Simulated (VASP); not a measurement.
# Cu (R-3m) in VASP: notebook

The runs below take Cu through electric field gradients, with PBEsol.

All numbers are computed with VASP 6.6.1; they aren't measurements. Logs are shortened: lines on timing, memory, paths and dates and some standing lists are left out, and cuts for length are marked.

## Step 1: The cell of the first run

The structure is trigonal, space group R-3m (No. 166). Conventional cell: a = 2.582 Å, b = 2.582 Å, c = 6.136 Å, α = 90.00°, β = 90.00°, γ = 120.00°. Cu (site symmetry -3m) has 12 Cu at 2.53 to 2.58 Å within 3.3 Å.

## Step 2: Electric field gradients, PBEsol (equal xy, yz and zx shear strains of -2 %)

Input file INCAR:

```
PREC     = Accurate       # precision mode
ENCUT    = 520            # plane-wave cutoff, eV
EDIFF    = 1E-8           # SCF threshold, eV
ISMEAR   = -1             # smearing method
SIGMA    = 0.08           # smearing width, eV
LREAL    = F              # projectors in reciprocal space
LASPH    = T              # aspherical terms in the spheres
NELM     = 80             # most SCF steps
ALGO     = Normal         # electronic algorithm
ISIF     = 2              # what is computed and relaxed
LWAVE    = F              # write WAVECAR
LCHARG   = F              # write CHGCAR
GGA      = PS             # functional
LEFG     = T            
NBANDS   = 12             # bands
```

Input file KPOINTS:

```
Automatic mesh
0
Gamma
  19 19 19
```

Input file POSCAR:

```
Cu
1.0
   -0.0361500000      1.7894250000      1.7894250000
    1.7894250000     -0.0361500000      1.7894250000
    1.7894250000      1.7894250000     -0.0361500000
Cu
1
Direct
    0.0000000000      0.0000000000      0.0000000000
```

Potentials or basis: VASP PAW PBE potentials, release 64 (Cu).

On the command line:

```
$ cat potpaw_PBE.64/Cu/POTCAR > POTCAR
$ mpirun -np 1 vasp_std > vasp.out
```

OUTCAR:

```text
PREC = Accurate
   ENCUT = 520
   EDIFF = 1E-8
   ISMEAR = -1
   LREAL = F
   LASPH = T
   NELM = 80
   ISIF = 2
   GGA = PS

 ion  position               nearest neighbor table
   1  0.000  0.000  0.000-

  LATTYP: Found a trigonal (rhomboedric) cell.
 ALAT       =     2.5308872918
 COS(alpha) =     0.4797000918

  Lattice vectors:

 A1 = (  -0.0361500000,   1.7894250000,   1.7894250000)
 A2 = (   1.7894250000,  -0.0361500000,   1.7894250000)
 A3 = (   1.7894250000,   1.7894250000,  -0.0361500000)

Analysis of symmetry for initial positions (statically):
=====================================================================
 Subroutine PRICEL returns:
 Original cell was already a primitive cell.

 Routine SETGRP: Setting up the symmetry group for a
 trigonal (rhombohedral) supercell.

 Subroutine GETGRP returns: Found 12 space group operations
 (whereof 12 operations were pure point group operations)
 out of a pool of 12 trial point group operations.

The static configuration has the point symmetry D_3d.

Analysis of symmetry for dynamics (positions and initial velocities):
=====================================================================
 Subroutine PRICEL returns:
 Original cell was already a primitive cell.

 Routine SETGRP: Setting up the symmetry group for a
 trigonal (rhombohedral) supercell.

 Subroutine GETGRP returns: Found 12 space group operations
 (whereof 12 operations were pure point group operations)
 out of a pool of 12 trial point group operations.

The dynamic configuration has the point symmetry D_3d.

 Subroutine INISYM returns: Found 12 space group operations
 (whereof 12 operations are pure point group operations),
 and found     1 'primitive' translations

----------------------------------------------------------------------------------------

                                     Primitive cell

  volume of cell :      11.8068

  direct lattice vectors                    reciprocal lattice vectors
    -0.036150000  1.789425000  1.789425000    -0.271091552  0.276681068  0.276681068
     1.789425000 -0.036150000  1.789425000     0.276681068 -0.271091552  0.276681068
[... 119 lines left out ...]

 number of electron      10.9999996 magnetization

 Free energy of the ion-electron system (eV)
  ---------------------------------------------------
  ext. energy  EPLUGINS =         0.00000000
  ---------------------------------------------------
  free energy    TOTEN  =        -4.29948151 eV

  energy without entropy =       -4.29250697  energy(sigma->0) =       -4.29599424

 E-fermi :   7.4277     XC(G=0): -12.9094

 val. band max:        7.4246509702   @ k =  -0.3158  -0.3684   0.1053
 cond. band min:       7.4288768427   @ k =   0.4737   0.4737   0.3158
 fundamental gap:      0.0042258726
 Fermi energy:         7.4277244818

 k-point     1 :       0.0000    0.0000    0.0000
  band No.  band energies     occupation
      1      -1.9871      2.00000
      2       4.3122      2.00000
      3       4.3122      2.00000
      4       4.4771      2.00000
      5       5.2101      2.00000
      6       5.2101      2.00000
      7      29.8685      0.00000
      8      32.1197      0.00000
      9      32.1197      0.00000
     10      33.7399      0.00000
     11      34.6785      0.00000
     12      34.6785      0.00000
[... 331 lines left out ...]
 k-point    24 :      -0.2632    0.0526    0.0000
  band No.  band energies     occupation
      1       0.6454      2.00000
      2       4.0787      2.00000
      3       4.4121      2.00000
      4       4.6147      2.00000
      5       5.2797      2.00000
      6       5.5029      2.00000
      7      18.2131      0.00000
      8      27.0578      0.00000
      9      30.6135      0.00000
     10      32.2634      0.00000
     11      34.0718      0.00000
     12      35.4775      0.00000

 [... further k-points ...]
[... 5 lines left out ...]
  --------------------------------------------------------------------------------------
  -------------------------------------------------------------------------------------
  Total       -0.4162981     -0.4162981     -0.4162981      0.1009795      0.1009795      0.1009795
  in kB      -56.4912623    -56.4912623    -56.4912623     13.7028263     13.7028263     13.7028263
  external PRESSURE =     -56.4912623 kB  Pullay stress =       0.0000000 kB

 VOLUME and BASIS-vectors are now :
 -----------------------------------------------------------------------------
  energy-cutoff  :      520.00
  volume of cell :       11.81
      direct lattice vectors                 reciprocal lattice vectors
    -0.036150000  1.789425000  1.789425000    -0.271091552  0.276681068  0.276681068
     1.789425000 -0.036150000  1.789425000     0.276681068 -0.271091552  0.276681068
     1.789425000  1.789425000 -0.036150000     0.276681068  0.276681068 -0.271091552

 POSITION                                       TOTAL-FORCE (eV/Angst)
 -----------------------------------------------------------------------------------
      0.00000      0.00000      0.00000        -0.000000      0.000000      0.000000
 -----------------------------------------------------------------------------------
    total drift:                                0.000000     -0.000000      0.000000

  FREE ENERGIE OF THE ION-ELECTRON SYSTEM (eV)
  ---------------------------------------------------
  free  energy   TOTEN  =        -4.2994815093 eV

  energy  without entropy=       -4.2925069750  energy(sigma->0) =       -4.29599424

 Electric field gradients (V/A^2)
---------------------------------------------------------------------
 ion       V_xx      V_yy      V_zz      V_xy      V_xz      V_yz
---------------------------------------------------------------------
   1      -0.000    -0.000    -0.000    -0.536    -0.536    -0.536
---------------------------------------------------------------------

 Electric field gradients after diagonalization (V/A^2)
 (convention: |V_zz| > |V_xx| > |V_yy|)
----------------------------------------------------------------------
 ion       V_xx      V_yy      V_zz     asymmetry (V_yy - V_xx)/ V_zz
----------------------------------------------------------------------
   1       0.536     0.536    -1.071       0.000
----------------------------------------------------------------------

           NMR quadrupolar parameters

 Cq : quadrupolar parameter    Cq=e*Q*V_zz/h
 eta: asymmetry parameters     (V_yy - V_xx)/ V_zz
 Q  : nuclear electric quadrupole moment in mb (millibarn)
----------------------------------------------------------------------
 ion       Cq(MHz)       eta       Q (mb)
----------------------------------------------------------------------
   1      -0.003       0.000       1.000
----------------------------------------------------------------------
```

OSZICAR:

```text
N       E                     dE             d eps       ncg     rms          rms(c)
DAV:   1     0.418519916145E+02    0.41852E+02   -0.53640E+03 17884   0.153E+03
DAV:   2    -0.406122129497E+01   -0.45913E+02   -0.42254E+02 16568   0.203E+02
DAV:   3    -0.537603918315E+01   -0.13148E+01   -0.13047E+01 18712   0.397E+01
DAV:   4    -0.538428601655E+01   -0.82468E-02   -0.82456E-02 18172   0.276E+00
DAV:   5    -0.538436259536E+01   -0.76579E-04   -0.76578E-04 19100   0.271E-01    0.840E+00
DAV:   6    -0.477161469927E+01    0.61275E+00   -0.17767E+01 19168   0.797E+01    0.442E+00
DAV:   7    -0.431295005057E+01    0.45866E+00   -0.27845E+00 19188   0.315E+01    0.549E-01
DAV:   8    -0.430153841675E+01    0.11412E-01   -0.61834E-03 19240   0.138E+00    0.340E-01
DAV:   9    -0.429947548981E+01    0.20629E-02   -0.11721E-02 19700   0.184E+00    0.248E-02
DAV:  10    -0.429948024149E+01   -0.47517E-05   -0.40489E-05 23572   0.107E-01    0.582E-03
DAV:  11    -0.429948150400E+01   -0.12625E-05   -0.46753E-07 19712   0.102E-02    0.527E-04
DAV:  12    -0.429948147971E+01    0.24286E-07   -0.20310E-08 13252   0.241E-03    0.769E-05
DAV:  13    -0.429948150789E+01   -0.28172E-07   -0.13445E-09 11224   0.483E-04    0.127E-05
DAV:  14    -0.429948150929E+01   -0.14027E-08   -0.19006E-10  9572   0.197E-04
   1 F= -.42994815E+01 E0= -.42959942E+01  d E =-.697453E-02
```

It took 46 s on 1 thread of Intel Xeon 6975P-C (Granite Rapids), shared host; peak memory 0.2 GiB.

Results:

```yaml
Free_energy: -4.2995 eV
Pressure: -5.6 GPa
```

Stress tensor (GPa, compression positive):
```
-5.65  1.37  1.37
 1.37 -5.65  1.37
 1.37  1.37 -5.65
```

Levels at points of the mesh, in eV from the Fermi level:
| k point | band 2 | band 3 | band 4 | band 5 | band 6 | band 7 | band 8 | band 9 | band 10 | band 11 |
| --- | --- | --- | --- | --- | --- | --- | --- | --- | --- | --- |
| (0.00, 0.00, 0.00) | -3.12 | -3.12 | -2.95 | -2.22 | -2.22 | 22.44 | 24.69 | 24.69 | 26.31 | 27.25 |

Electric field gradients, principal values (V/Å²):
```
atom  least  middle  greatest (by size)
1 Cu  0.536   0.536              -1.071
```

Caveat: the cell differs from its parent crystal (equal xy, yz and zx shear strains of -2 %); without QUAD_EFG the Cq values of the log hold for a quadrupole moment of 1 mb, not for the nuclei; the PAW data sets were made with another functional, which shifts forces and pressure a little.

## Step 3: Electric field gradients, PBEsol (equal xy, yz and zx shear strains of +1 %)

Input file INCAR:

```
SYSTEM = Cu
PREC     = Accurate       ! precision mode
ENCUT    = 520            ! plane-wave cutoff, eV
EDIFF    = 1E-8           ! SCF threshold, eV
ISMEAR   = -1             ! smearing method
SIGMA    = 0.08           ! smearing width, eV
LREAL    = .False.        ! projectors in reciprocal space
LASPH    = .True.         ! aspherical terms in the spheres
NELM     = 100            ! most SCF steps
ALGO     = Normal         ! electronic algorithm
ISIF     = 2              ! what is computed and relaxed
LWAVE    = .False.        ! write WAVECAR
LCHARG   = .False.        ! write CHGCAR
GGA      = PS             ! functional
LEFG     = .True.       
NBANDS   = 12             ! bands
```

Input file KPOINTS:

```
regular mesh
0
Gamma
  19 19 19
  0 0 0
```

Input file POSCAR:

```
Cu
1.0
    0.0180750000      1.8165375000      1.8165375000
    1.8165375000      0.0180750000      1.8165375000
    1.8165375000      1.8165375000      0.0180750000
Cu
1
Direct
    0.0000000000      0.0000000000      0.0000000000
```

Potentials or basis: VASP PAW PBE potentials, release 64 (Cu).

On the command line:

```
$ cat potpaw_PBE.64/Cu/POTCAR > POTCAR
$ mpirun -np 1 vasp_std > vasp.out
```

OUTCAR:

```text
SYSTEM = Cu
   PREC = Accurate
   ENCUT = 520
   EDIFF = 1E-8
   ISMEAR = -1
   LREAL = .False.
   LASPH = .True.
   NELM = 100
   ISIF = 2
   GGA = PS

 ion  position               nearest neighbor table
   1  0.000  0.000  0.000-

  LATTYP: Found a trigonal (rhomboedric) cell.
 ALAT       =     2.5690355551
 COS(alpha) =     0.5099250056

  Lattice vectors:

 A1 = (   0.0180750000,   1.8165375000,   1.8165375000)
 A2 = (   1.8165375000,   0.0180750000,   1.8165375000)
 A3 = (   1.8165375000,   1.8165375000,   0.0180750000)

Analysis of symmetry for initial positions (statically):
=====================================================================
 Subroutine PRICEL returns:
 Original cell was already a primitive cell.

 Routine SETGRP: Setting up the symmetry group for a
 trigonal (rhombohedral) supercell.

 Subroutine GETGRP returns: Found 12 space group operations
 (whereof 12 operations were pure point group operations)
 out of a pool of 12 trial point group operations.

The static configuration has the point symmetry D_3d.

Analysis of symmetry for dynamics (positions and initial velocities):
=====================================================================
 Subroutine PRICEL returns:
 Original cell was already a primitive cell.

 Routine SETGRP: Setting up the symmetry group for a
 trigonal (rhombohedral) supercell.

 Subroutine GETGRP returns: Found 12 space group operations
 (whereof 12 operations were pure point group operations)
 out of a pool of 12 trial point group operations.

The dynamic configuration has the point symmetry D_3d.

 Subroutine INISYM returns: Found 12 space group operations
 (whereof 12 operations are pure point group operations),
 and found     1 'primitive' translations

----------------------------------------------------------------------------------------

                                     Primitive cell

  volume of cell :      11.8095

  direct lattice vectors                    reciprocal lattice vectors
     0.018075000  1.816537500  1.816537500    -0.279391562  0.276638936  0.276638936
     1.816537500  0.018075000  1.816537500     0.276638936 -0.279391562  0.276638936
     1.816537500  1.816537500  0.018075000     0.276638936  0.276638936 -0.279391562

  length of vectors
     2.569035555  2.569035555  2.569035555     0.480747176  0.480747176  0.480747176

  position of ions in fractional coordinates (direct lattice)
     0.000000000  0.000000000  0.000000000

  ion indices of the primitive-cell ions
   primitive index   ion index
                 1           1

----------------------------------------------------------------------------------------

 KPOINTS: regular mesh

Automatic generation of k-mesh.
 Grid dimensions read from file:
 generate k-points for:   19   19   19

 Generating k-lattice:

  Cartesian coordinates                     Fractional coordinates (reciprocal lattice)
    -0.014704819  0.014559944  0.014559944     0.052631579  0.000000000 -0.000000000
[... 65 lines left out ...]
   ISIF   =      2    stress and relaxation
   ISYM   =      2    0-nonsym 1-usesym 2-fastsym
   POTIM  = 0.5000    time-step for ionic-motion
   TEBEG  =    0.0;   TEEND  =   0.0 temperature during run
   PSTRESS=    0.0 pullay stress
   NELECT =      11.0000    total number of electrons
   NUPDOWN=      -1.0000    fix difference up-down
   EMIN   =  10.00;   EMAX   =-10.00  energy-range for DOS
   EFERMI =   0.00;   METHOD = LEGACY
   ISMEAR =    -1;   SIGMA  =   0.08  broadening in eV -4-tet -1-fermi 0-gaus
   EFERMI_NEDOS =   21; number of points for ismear=-14 and -15
   IALGO  =     38    algorithm
   IMIX   =      4    mixing-type and parameters
     AMIX     =   0.40;   BMIX     =  1.00
     AMIX_MAG =   1.60;   BMIX_MAG =  1.00
  volume/ion in A,a.u.               =      11.81        79.69
  Fermi-wavevector in a.u.,A,eV,Ry     =   1.598803  3.021299 34.778811  2.556171
  Thomas-Fermi vector in A             =   2.696195
   LORBIT       =      0    0 simple, 1 ext, 2 COOP (PROOUT), +10 PAW based schemes
   GGA     = PS    functional components
   LHFCALC =     F    Hartree Fock is set to
   AEXX    =    0.0000 exact exchange contribution
   IVDW    =     0    specifies the selected vdW correction
   LEPSILON=     F    determine dielectric tensor
   LRPA    =     F    only Hartree local field effects (RPA)
 non-spin polarized calculation
  energy-cutoff  :      520.00
  volume of cell :       11.81
 maximum number of plane-waves:       331
   NGX =  9   NGY =  9   NGZ =  9

 number of electron      11.0000001 magnetization

 Free energy of the ion-electron system (eV)
  ---------------------------------------------------
  ext. energy  EPLUGINS =         0.00000000
  ---------------------------------------------------
  free energy    TOTEN  =        -4.30166200 eV

  energy without entropy =       -4.29444331  energy(sigma->0) =       -4.29805265

 E-fermi :   7.4296     XC(G=0): -12.9087

 val. band max:        7.4240579944   @ k =  -0.4737   0.2632   0.2632
 cond. band min:       7.4377171490   @ k =   0.4737   0.4211   0.1053
 fundamental gap:      0.0136591546
 Fermi energy:         7.4296400859

 k-point     1 :       0.0000    0.0000    0.0000
  band No.  band energies     occupation
      1      -1.9883      2.00000
      2       4.3172      2.00000
      3       4.3930      2.00000
      4       4.3930      2.00000
      5       5.2023      2.00000
      6       5.2023      2.00000
      7      29.9334      0.00000
      8      32.1634      0.00000
      9      32.8469      0.00000
     10      32.8469      0.00000
     11      34.6486      0.00000
     12      35.2818      0.00000
[... 331 lines left out ...]
 k-point    24 :      -0.2632    0.0526   -0.0000
  band No.  band energies     occupation
      1       0.7084      2.00000
      2       4.1050      2.00000
      3       4.4829      2.00000
      4       4.5548      2.00000
      5       5.2415      2.00000
      6       5.4994      2.00000
      7      18.5298      0.00000
      8      27.3402      0.00000
      9      30.2971      0.00000
     10      31.4958      0.00000
     11      33.7122      0.00000
     12      35.1159      0.00000

 [... further k-points ...]
[... 5 lines left out ...]
  --------------------------------------------------------------------------------------
  -------------------------------------------------------------------------------------
  Total       -0.4277560     -0.4277560     -0.4277560     -0.0525055     -0.0525055     -0.0525055
  in kB      -58.0329005    -58.0329005    -58.0329005     -7.1233289     -7.1233289     -7.1233289
  external PRESSURE =     -58.0329005 kB  Pullay stress =       0.0000000 kB

 VOLUME and BASIS-vectors are now :
 -----------------------------------------------------------------------------
  energy-cutoff  :      520.00
  volume of cell :       11.81
      direct lattice vectors                 reciprocal lattice vectors
     0.018075000  1.816537500  1.816537500    -0.279391562  0.276638936  0.276638936
     1.816537500  0.018075000  1.816537500     0.276638936 -0.279391562  0.276638936
     1.816537500  1.816537500  0.018075000     0.276638936  0.276638936 -0.279391562

 POSITION                                       TOTAL-FORCE (eV/Angst)
 -----------------------------------------------------------------------------------
      0.00000      0.00000      0.00000        -0.000000      0.000000     -0.000000
 -----------------------------------------------------------------------------------
    total drift:                                0.000000      0.000000      0.000000

  FREE ENERGIE OF THE ION-ELECTRON SYSTEM (eV)
  ---------------------------------------------------
  free  energy   TOTEN  =        -4.3016619994 eV

  energy  without entropy=       -4.2944433076  energy(sigma->0) =       -4.29805265

 Electric field gradients (V/A^2)
---------------------------------------------------------------------
 ion       V_xx      V_yy      V_zz      V_xy      V_xz      V_yz
---------------------------------------------------------------------
   1       0.000     0.000    -0.000     0.313     0.313     0.313
---------------------------------------------------------------------

 Electric field gradients after diagonalization (V/A^2)
 (convention: |V_zz| > |V_xx| > |V_yy|)
----------------------------------------------------------------------
 ion       V_xx      V_yy      V_zz     asymmetry (V_yy - V_xx)/ V_zz
----------------------------------------------------------------------
   1      -0.313    -0.313     0.626       0.000
----------------------------------------------------------------------

           NMR quadrupolar parameters

 Cq : quadrupolar parameter    Cq=e*Q*V_zz/h
 eta: asymmetry parameters     (V_yy - V_xx)/ V_zz
 Q  : nuclear electric quadrupole moment in mb (millibarn)
----------------------------------------------------------------------
 ion       Cq(MHz)       eta       Q (mb)
----------------------------------------------------------------------
   1       0.002       0.000       1.000
----------------------------------------------------------------------
```

It took 38 s on 1 thread of Intel Xeon 6975P-C (Granite Rapids), shared host; peak memory 0.2 GiB.

Results:

- Free energy: -4.3017 eV
- Pressure: -5.8 GPa

Levels at points of the mesh, in eV from the Fermi level:
| k point | band 4 | band 5 | band 6 | band 7 | band 8 | band 9 |
| --- | --- | --- | --- | --- | --- | --- |
| (0.00, 0.00, 0.00) | -3.04 | -2.23 | -2.23 | 22.50 | 24.73 | 25.42 |

Electric field gradients, principal values (V/Å²):
| atom | least | middle | greatest (by size) |
| --- | --- | --- | --- |
| 1 Cu | -0.313 | -0.313 | 0.626 |

Caveat: the cell differs from its parent crystal (equal xy, yz and zx shear strains of +1 %); without QUAD_EFG the Cq values of the log hold for a quadrupole moment of 1 mb, not for the nuclei; the PAW data sets were made with another functional, which shifts forces and pressure a little.
